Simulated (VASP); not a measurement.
Pt, 1 atom in the cell. Symmetry: Fm-3m, No. 225, cubic system. The conventional cell has a = 3.731 Å, b = 3.731 Å, c = 3.731 Å, α = 90.00°, β = 90.00°, γ = 90.00°. Pt (site symmetry m-3m) has 12 Pt at 2.64 Å within 3.5 Å. 

| Quantity | Value |
| --- | --- |
| Program | VASP 6.6.1 |
| Task | single point |
| Functional | LDA |
| Potentials or basis | VASP PAW LDA potentials, release 64 (Pt) |
| Cutoff | 520 eV |
| k mesh | 22 × 22 × 22 |
| Occupations | gaussian, width 0.15 eV |
| Spin | no spin polarisation |
| Dipole correction | no |
| Further INCAR settings | ALGO = Fast; EDIFF = 1e-06; NBANDS = 11 |

Potentials or basis: VASP PAW LDA potentials, release 64 (Pt).

Run with:

```console
$ cat potpaw_LDA.64/Pt/POTCAR > POTCAR
$ mpirun -np 1 vasp_std > vasp.out
```

Hardware: 1 thread of Intel Xeon 8259CL, on a shared host.

How long does it take, and how much memory?

It took 60 s on 1 thread of Intel Xeon 8259CL, on a shared host, peak memory 0.16 GiB. Counts: scf iterations 13, k points 328.
